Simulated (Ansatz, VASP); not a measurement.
**Ti in VASP and in Ansatz**

File INCAR:

```
SYSTEM = Ti
PREC = Accurate ; ENCUT = 520
EDIFF = 1E-6 ; ISMEAR = 0
SIGMA = 0.1 ; LREAL = .FALSE.
LASPH = .TRUE. ; NELM = 80
ALGO = Fast ; ISIF = 2
LWAVE = .FALSE. ; LCHARG = .TRUE.
GGA = PE ; LELF = .TRUE.
LVHAR = .TRUE. ; NBANDS = 25
```

KPOINTS

```
Automatic mesh
0
G
  12 12 14
  0 0 0
```

File POSCAR:

```
Ti
1.0
    4.4452889014      0.0000000000      0.0000000000
   -2.2226444507      3.8497331158      0.0000000000
    0.0000000000      0.0000000000      2.6659114326
Ti
3
Direct
    0.0000000000      0.0000000000      0.0000000000
    0.3333333333      0.6666666667      0.5000000000
    0.6666666667      0.3333333333      0.5000000000
```

Input for Ansatz:

```yaml
crystal:
  lattice:
    - [4.4452889014, 0.0, 0.0]
    - [-2.2226444507, 3.8497331158, 0.0]
    - [0.0, 0.0, 2.6659114326]
  atoms:
    - { symbol: Ti, position: [0.0, 0.0, 0.0] }
    - { symbol: Ti, position: [0.3333333333, 0.6666666667, 0.5] }
    - { symbol: Ti, position: [0.6666666667, 0.3333333333, 0.5] }
basis:
  ecutwfc: 420
kpoints:
  mp_grid: { grid: [12, 12, 14] }
hamiltonian:
  xc: pbe
scf:
  occupations: { method: gaussian, width: 0.1 }
output:
  forces: true
  stress: true
  eigenvalues: true
```

Alike in both runs: task single point; functional PBE; k mesh 12 × 12 × 14; occupations gaussian, width 0.1 eV; no spin polarisation.

|  | VASP | Ansatz |
| --- | --- | --- |
| version | VASP 6.6.1 | Ansatz 0.2.0 |
| potentials or method | VASP PAW PBE potentials, release 64 (Ti_sv), cutoff 520 eV | scalar-relativistic, plane waves, PAW |
| valence electrons in the cell | 36 | 36 |

```csv
,VASP,Ansatz,Ansatz less VASP
gap on the k mesh at the Fermi level (eV),none,none,-
pressure (GPa),16.3,16.9,+0.61
"traceless stress, the component that is largest in VASP (GPa)",5.51,5.53,+0.015
```

A gap of «none» marks a metal or a gap that the smearing closes.
